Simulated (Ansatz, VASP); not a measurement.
**Two plane-wave programs on Ta4O**

INCAR

```
PREC = Accurate
ENCUT = 520
EDIFF = 1E-6
ISMEAR = 0
SIGMA = 0.1
LREAL = F
LASPH = T
NELM = 150
ALGO = Normal
ISIF = 2
LWAVE = F
LCHARG = F
ISPIN = 2
MAGMOM = 1 1 1 1 0
LORBIT = 11
LMAXMIX = 4
GGA = PE
NBANDS = 37
```

Contents of KPOINTS:

```
Automatic mesh
0
Gamma
  6 6 4
```

File POSCAR:

```
Ta4O
1.0
    4.6653089000      0.0000000000      0.0000000000
   -2.3326544500      4.0402760200      0.0000000000
    0.0000000000      0.0000000000      4.3679080700
Ta O
4 1
Direct
    0.1579469900      0.8420530100      0.5000000000
    0.1579469900      0.3158939800      0.5000000000
    0.6841060200      0.8420530100      0.5000000000
    0.0000000000      0.0000000000      0.0000000000
    0.3333333300      0.6666666700      0.0000000000
```

Input for Ansatz:

```yaml
crystal:
  lattice:
    - [4.6653089, 0.0, 0.0]
    - [-2.33265445, 4.04027602, 0.0]
    - [0.0, 0.0, 4.36790807]
  atoms:
    - { symbol: Ta, position: [0.15794699, 0.84205301, 0.5], spin: 1.0 }
    - { symbol: Ta, position: [0.15794699, 0.31589398, 0.5], spin: 1.0 }
    - { symbol: Ta, position: [0.68410602, 0.84205301, 0.5], spin: 1.0 }
    - { symbol: Ta, position: [0.0, 0.0, 0.0], spin: 1.0 }
    - { symbol: O, position: [0.33333333, 0.66666667, 0.0] }
basis:
  ecutwfc: 420
kpoints:
  mp_grid: { grid: [6, 6, 4] }
hamiltonian:
  xc: pbe
scf:
  occupations: { method: gaussian, width: 0.1 }
  lower_state_search: "off"
output:
  forces: true
  stress: true
  eigenvalues: true
  populations: true
magnetization:
  spin_polarized: true
```

Alike in both runs: task single point; functional PBE; k mesh 6 × 6 × 4; occupations gaussian, width 0.1 eV; collinear spin.

```csv
,VASP,Ansatz
version,VASP 6.6.1,Ansatz 0.2.0
potentials or method,"VASP PAW PBE potentials, release 64 (Ta_pv, O), cutoff 520 eV","scalar-relativistic, plane waves, PAW"
valence electrons in the cell,50,58
```

Ansatz gave:

| Property | Result |
| --- | --- |
| gap on the k mesh at the Fermi level (eV) | none |
| rms of the force components (eV/Å) | 3.330 |
| net moment per atom (μB) | 0.00 |

Question: Which values does VASP return?

Answer: gap on the k mesh at the Fermi level (eV): none; rms of the force components (eV/Å): 3.461; net moment per atom (μB): 0.00.

Atom by atom the forces differ by 0.131 eV/Å (rms over components). A gap of «none» marks a metal or a gap that the smearing closes. VASP's potentials hold 50 valence electrons a cell and Ansatz's 58, so a difference there can come from the potentials and not from the codes. Ansatz's warnings: seeded moment not kept.

Spin-orbit coupling is off throughout.
